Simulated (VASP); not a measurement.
# Al2O3 (R-3c) in VASP: a series of runs, part 2 of 3

VASP 6.6.1.

### 3 Single point, PBE (9.69 Å³/atom)

This run uses another cell than the first one, of 9.69 Å³/atom.

INCAR reads:

```
ALGO = Normal
EDIFF = 1E-7
ENCUT = 520
GGA = PE
ISIF = 2
ISMEAR = 0
LASPH = T
LCHARG = F
LREAL = F
LWAVE = F
NBANDS = 35
NELM = 100
PREC = Accurate
SIGMA = 0.05
```

KPOINTS reads:

```
k-points
0
Gamma
  6 6 6
```

POSCAR reads:

```
Al2O3
1.0
    2.4211441995      1.3978482553      4.7723980364
   -2.4211441995      1.3978482553      4.7723980364
    0.0000000000     -2.7956965107      4.7723980364
Al O
4 6
Direct
    0.8521293568      0.8521293568      0.8521293568
    0.6478706432      0.6478706432      0.6478706432
    0.1478706432      0.1478706432      0.1478706432
    0.3521293568      0.3521293568      0.3521293568
    0.0561574040      0.4438425960      0.7500000000
    0.7500000000      0.0561574040      0.4438425960
    0.4438425960      0.7500000000      0.0561574040
    0.9438425960      0.5561574040      0.2500000000
    0.2500000000      0.9438425960      0.5561574040
    0.5561574040      0.2500000000      0.9438425960
```

Potentials or basis: VASP PAW PBE potentials, release 64 (Al, O).

Started as:

```sh
cat potpaw_PBE.64/Al/POTCAR potpaw_PBE.64/O/POTCAR > POTCAR
mpirun -np 1 vasp_std > vasp.out
```

OUTCAR:

```text
EDIFF = 1E-7
   ENCUT = 520
   GGA = PE
   ISIF = 2
   ISMEAR = 0
   LASPH = T
   LREAL = F
   NELM = 100
   PREC = Accurate

 ion  position               nearest neighbor table
   1  0.852  0.852  0.852-   9 1.92  10 1.92   8 1.92   7 2.08   5 2.08   6 2.08   3 2.85   3 2.85
                             3 2.85   2 2.92   2 3.35   2 3.35   2 3.35
   2  0.648  0.648  0.648-  10 1.92   9 1.92   8 1.92   6 2.08   5 2.08   7 2.08   4 2.85   4 2.85
                             4 2.85   1 2.92   1 3.35   1 3.35   1 3.35
   3  0.148  0.148  0.148-   6 1.92   7 1.92   5 1.92  10 2.08   8 2.08   9 2.08   1 2.85   1 2.85
                             1 2.85   4 2.92   4 3.35   4 3.35   4 3.35
   4  0.352  0.352  0.352-   7 1.92   6 1.92   5 1.92   9 2.08   8 2.08  10 2.08   2 2.85   2 2.85
                             2 2.85   3 2.92   3 3.35   3 3.35   3 3.35
   5  0.056  0.444  0.750-   3 1.92   4 1.92   1 2.08   2 2.08
   6  0.750  0.056  0.444-   3 1.92   4 1.92   2 2.08   1 2.08
   7  0.444  0.750  0.056-   4 1.92   3 1.92   1 2.08   2 2.08
   8  0.944  0.556  0.250-   1 1.92   2 1.92   3 2.08   4 2.08
   9  0.250  0.944  0.556-   1 1.92   2 1.92   4 2.08   3 2.08
  10  0.556  0.250  0.944-   2 1.92   1 1.92   3 2.08   4 2.08

  LATTYP: Found a trigonal (rhomboedric) cell.
 ALAT       =     5.5309765862
 COS(alpha) =     0.6167627917

  Lattice vectors:

 A1 = (   2.4211441995,   1.3978482553,   4.7723980364)
 A2 = (  -2.4211441995,   1.3978482553,   4.7723980364)
 A3 = (   0.0000000000,  -2.7956965107,   4.7723980364)

Analysis of symmetry for initial positions (statically):
=====================================================================
 Subroutine PRICEL returns:
 Original cell was already a primitive cell.

 Routine SETGRP: Setting up the symmetry group for a
 trigonal (rhombohedral) supercell.

 Subroutine GETGRP returns: Found 12 space group operations
 (whereof  6 operations were pure point group operations)
 out of a pool of 12 trial point group operations.

The static configuration has the point symmetry S_6 .
 The point group associated with its full space group is D_3d.

Analysis of symmetry for dynamics (positions and initial velocities):
=====================================================================
 Subroutine PRICEL returns:
 Original cell was already a primitive cell.

 Routine SETGRP: Setting up the symmetry group for a
 trigonal (rhombohedral) supercell.

 Subroutine GETGRP returns: Found 12 space group operations
 (whereof  6 operations were pure point group operations)
 out of a pool of 12 trial point group operations.

The dynamic configuration has the point symmetry S_6 .
 The point group associated with its full space group is D_3d.

 Subroutine INISYM returns: Found 12 space group operations
 (whereof  6 operations are pure point group operations),
 and found     1 'primitive' translations

----------------------------------------------------------------------------------------

                                     Primitive cell

  volume of cell :      96.9100

  direct lattice vectors                    reciprocal lattice vectors
     2.421144200  1.397848255  4.772398036     0.206513928  0.119230872  0.069846088
    -2.421144200  1.397848255  4.772398036    -0.206513928  0.119230872  0.069846088
     0.000000000 -2.795696511  4.772398036     0.000000000 -0.238461744  0.069846088
[... 83 lines left out ...]
   number of dos      NEDOS =    301   number of ions     NIONS =     10
   total plane-waves  NPLWV =  74088
   dimension x,y,z NGX =    42 NGY =   42 NGZ =   42
   dimension x,y,z NGXF=    84 NGYF=   84 NGZF=   84
   ions per type =               4   6
   NGX,Y,Z   is equivalent  to a cutoff of  12.62, 12.62, 12.62 a.u.
   NGXF,Y,Z  is equivalent  to a cutoff of  25.25, 25.25, 25.25 a.u.
 SYSTEM =  unknown system
   PREC   = accura    normal or accurate (medium, high low for compatibility)
   ISTART =      0    job   : 0-new  1-cont  2-samecut
   ICHARG =      2    charge: 1-file 2-atom 10-const
   ISPIN  =      1    spin polarized calculation?
   LNONCOLLINEAR =      F non collinear calculations
   LSORBIT =      F    spin-orbit coupling
   LASPH  =      T    aspherical Exc in radial PAW
   ENCUT  =  520.0 eV  38.22 Ry    6.18 a.u.  10.28 10.28 10.28*2*pi/ulx,y,z
   NELM   =    100;   NELMIN=  2; NELMDL= -5     # of ELM steps
   EDIFF  = 0.1E-06   stopping-criterion for ELM
   LREAL  =      F    real-space projection
   EDIFFG = 0.1E-05   stopping-criterion for IOM
   NSW    =      0    number of steps for IOM
   IBRION =     -1    ionic relax: 0-MD 1-quasi-New 2-CG
   NFREE  =      0    steps in history (QN), initial steepest desc. (CG)
   ISIF   =      2    stress and relaxation
   ISYM   =      2    0-nonsym 1-usesym 2-fastsym
   POTIM  = 0.5000    time-step for ionic-motion
   TEBEG  =    0.0;   TEEND  =   0.0 temperature during run
   PSTRESS=    0.0 pullay stress
   NELECT =      48.0000    total number of electrons
   NUPDOWN=      -1.0000    fix difference up-down
   EMIN   =  10.00;   EMAX   =-10.00  energy-range for DOS
   EFERMI =   0.00;   METHOD = LEGACY
   ISMEAR =     0;   SIGMA  =   0.05  broadening in eV -4-tet -1-fermi 0-gaus
   EFERMI_NEDOS =   21; number of points for ismear=-14 and -15
   IALGO  =     38    algorithm
   IMIX   =      4    mixing-type and parameters
     AMIX     =   0.40;   BMIX     =  1.00
     AMIX_MAG =   1.60;   BMIX_MAG =  1.00
  volume/ion in A,a.u.               =       9.69        65.40
  Fermi-wavevector in a.u.,A,eV,Ry     =   1.295286  2.447736 22.827394  1.677766
  Thomas-Fermi vector in A             =   2.426815
   LORBIT       =      0    0 simple, 1 ext, 2 COOP (PROOUT), +10 PAW based schemes
   GGA     = PE    functional components
   LHFCALC =     F    Hartree Fock is set to
   AEXX    =    0.0000 exact exchange contribution
   IVDW    =     0    specifies the selected vdW correction
   LEPSILON=     F    determine dielectric tensor
   LRPA    =     F    only Hartree local field effects (RPA)
 non-spin polarized calculation
 Gauss-broadening in eV      SIGMA  =   0.05
  energy-cutoff  :      520.00
  volume of cell :       96.91
 maximum number of plane-waves:      2626
 NGX is ok and might be reduce to    42
   NGX = 21   NGY = 21   NGZ = 21

 number of electron      47.9999991 magnetization

 Free energy of the ion-electron system (eV)
  ---------------------------------------------------
  ext. energy  EPLUGINS =         0.00000000
  ---------------------------------------------------
  free energy    TOTEN  =       -73.81327526 eV

  energy without entropy =      -73.81327526  energy(sigma->0) =      -73.81327526

 E-fermi :   5.1818     XC(G=0): -11.0502

 val. band max:        4.9717517815   @ k =   0.0000   0.0000   0.0000
 cond. band min:       9.2851814087   @ k =   0.0000   0.0000   0.0000
 fundamental gap:      4.3134296272
 Fermi energy:         5.1818166897

 k-point     1 :       0.0000    0.0000    0.0000
  band No.  band energies     occupation
      1     -13.5739      2.00000
      2     -11.9697      2.00000
      3     -11.4084      2.00000
      4     -11.4084      2.00000
      5     -11.1878      2.00000
      6     -11.1878      2.00000
[... 901 lines left out ...]
     34      17.2822      0.00000
     35      17.3601      0.00000

 [... further k-points ...]

------------------------ aborting loop because EDIFF is reached ----------------------------------------

  FORCE on cell =-STRESS in cart. coord.  units (eV):
  Direction    XX          YY          ZZ          XY          YZ          ZX
  --------------------------------------------------------------------------------------
  -------------------------------------------------------------------------------------
  Total       -5.5850383     -5.5850383    -21.6880578      0.0000000      0.0000000      0.0000000
  in kB      -92.3353802    -92.3353802   -358.5606703      0.0000000      0.0000000      0.0000000
  external PRESSURE =    -181.0771436 kB  Pullay stress =       0.0000000 kB

 VOLUME and BASIS-vectors are now :
 -----------------------------------------------------------------------------
  energy-cutoff  :      520.00
  volume of cell :       96.91
      direct lattice vectors                 reciprocal lattice vectors
     2.421144200  1.397848255  4.772398036     0.206513928  0.119230872  0.069846088
    -2.421144200  1.397848255  4.772398036    -0.206513928  0.119230872  0.069846088
     0.000000000 -2.795696511  4.772398036     0.000000000 -0.238461744  0.069846088

 POSITION                                       TOTAL-FORCE (eV/Angst)
 -----------------------------------------------------------------------------------
      0.00000     -0.00000     12.20010        -0.000000      0.000000     -0.133155
      0.00000     -0.00000      9.27569        -0.000000     -0.000000      0.133155
      0.00000     -0.00000      2.11709        -0.000000     -0.000000      0.133155
      0.00000     -0.00000      5.04150        -0.000000      0.000000     -0.133155
     -0.93864     -1.39785      5.96550         0.142086      0.000000     -0.000000
      1.67989     -0.11396      5.96550        -0.071043      0.123050     -0.000000
     -0.74125      1.51181      5.96550        -0.071043     -0.123050     -0.000000
      0.93864      1.39785      8.35170        -0.142086     -0.000000     -0.000000
     -1.67989      0.11396      8.35170         0.071043     -0.123050     -0.000000
      0.74125     -1.51181      8.35170         0.071043      0.123050     -0.000000
 -----------------------------------------------------------------------------------
    total drift:                               -0.000000     -0.000000     -0.000000

  FREE ENERGIE OF THE ION-ELECTRON SYSTEM (eV)
  ---------------------------------------------------
  free  energy   TOTEN  =       -73.8132752621 eV

  energy  without entropy=      -73.8132752621  energy(sigma->0) =      -73.81327526
```

Run time: 4.2 min. Hardware: 1 thread of Intel Xeon 8259CL, shared host; peak memory 0.28 GiB.

Results:

```yaml
Free_energy: -73.8133 eV
Pressure: -18.1 GPa
Largest_force: 0.142 eV/Å
Band_gap_on_the_k_mesh: 4.31 eV
```

Forces on the atoms (eV/Å):
```
Al   0.000  0.000 -0.133
Al   0.000  0.000  0.133
Al   0.000  0.000  0.133
Al   0.000  0.000 -0.133
O    0.142  0.000  0.000
O   -0.071  0.123  0.000
O   -0.071 -0.123  0.000
O   -0.142  0.000  0.000
O    0.071 -0.123  0.000
O    0.071  0.123  0.000
```

Levels at points of the mesh, in eV from the valence-band top:
| k point | band 22 | band 23 | band 24 | band 25 | band 26 | band 27 |
| --- | --- | --- | --- | --- | --- | --- |
| (0.00, 0.00, 0.00) | -0.41 | 0.00 | 0.00 | 4.31 | 8.47 | 8.66 |
| (0.50, 0.00, 0.00) | -0.91 | -0.48 | -0.48 | 7.36 | 7.36 | 8.13 |
| (0.50, 0.50, 0.00) | -0.95 | -0.82 | -0.45 | 7.52 | 8.10 | 8.92 |
| (0.50, 0.50, 0.50) | -0.24 | -0.24 | -0.24 | 7.17 | 7.17 | 9.46 |

Caveat: the cell stands under tension. As with any semilocal functional, this PBE gap is likely too small.

### 4 Single point, PBE (9.69 Å³/atom)

This run uses another cell than the first one, of 9.69 Å³/atom.

INCAR reads:

```
SYSTEM = Al2O3
PREC = Accurate
ENCUT = 520
EDIFF = 1E-6
ISMEAR = 0
SIGMA = 0.05
LREAL = .False.
LASPH = .True.
NELM = 100
ALGO = Normal
ISIF = 2
LWAVE = .False.
LCHARG = .False.
GGA = PE
NBANDS = 35
```

KPOINTS reads:

```
regular mesh
0
Gamma
  6 6 6
  0 0 0
```

POSCAR, as its differences from that of step 3:

```diff
@@ -2,5 +2,5 @@
 1.0
-    2.4211441995      1.3978482553      4.7723980364
-   -2.4211441995      1.3978482553      4.7723980364
-    0.0000000000     -2.7956965107      4.7723980364
+    2.4646421721      1.4229618215      4.6054303627
+   -2.4646421721      1.4229618215      4.6054303627
+    0.0000000000     -2.8459236430      4.6054303627
 Al O
```

Started as:

```sh
cat potpaw_PBE.64/Al/POTCAR potpaw_PBE.64/O/POTCAR > POTCAR
mpirun -np 1 vasp_std > vasp.out
```

Run time: 2.9 min. Hardware: 1 thread of Intel Xeon 8259CL, shared host; peak memory 0.27 GiB.

The run converged. Its results:

* Free energy: -74.1819 eV
* Pressure: -18.9 GPa
* Largest force: 0.041 eV/Å
* Band gap on the k mesh: 4.59 eV

Forces on the atoms (eV/Å):
```
Al   0.000  0.000 -0.041
Al   0.000  0.000  0.041
Al   0.000  0.000  0.041
Al   0.000  0.000 -0.041
O   -0.016  0.000  0.000
O    0.008 -0.014  0.000
O    0.008  0.014  0.000
O    0.016  0.000  0.000
O   -0.008  0.014  0.000
O   -0.008 -0.014  0.000
```

Stress tensor (GPa, compression positive):
```
-16.31   0.00   0.00
  0.00 -16.31   0.00
  0.00   0.00 -24.04
```

Levels at points of the mesh, in eV from the valence-band top:
| k point | band 21 | band 22 | band 23 | band 24 | band 25 | band 26 | band 27 | band 28 |
| --- | --- | --- | --- | --- | --- | --- | --- | --- |
| (0.00, 0.00, 0.00) | -0.38 | -0.21 | 0.00 | 0.00 | 4.59 | 8.26 | 9.00 | 10.04 |
| (0.50, 0.00, 0.00) | -0.78 | -0.78 | -0.28 | -0.28 | 7.81 | 7.81 | 8.37 | 8.37 |
| (0.50, 0.50, 0.00) | -0.85 | -0.77 | -0.71 | -0.26 | 7.96 | 8.43 | 9.03 | 9.18 |
| (0.50, 0.50, 0.50) | -0.26 | -0.26 | -0.26 | -0.26 | 7.27 | 7.27 | 9.79 | 9.79 |

Caveat: the cell stands under tension.

[end of part 2 of 3]
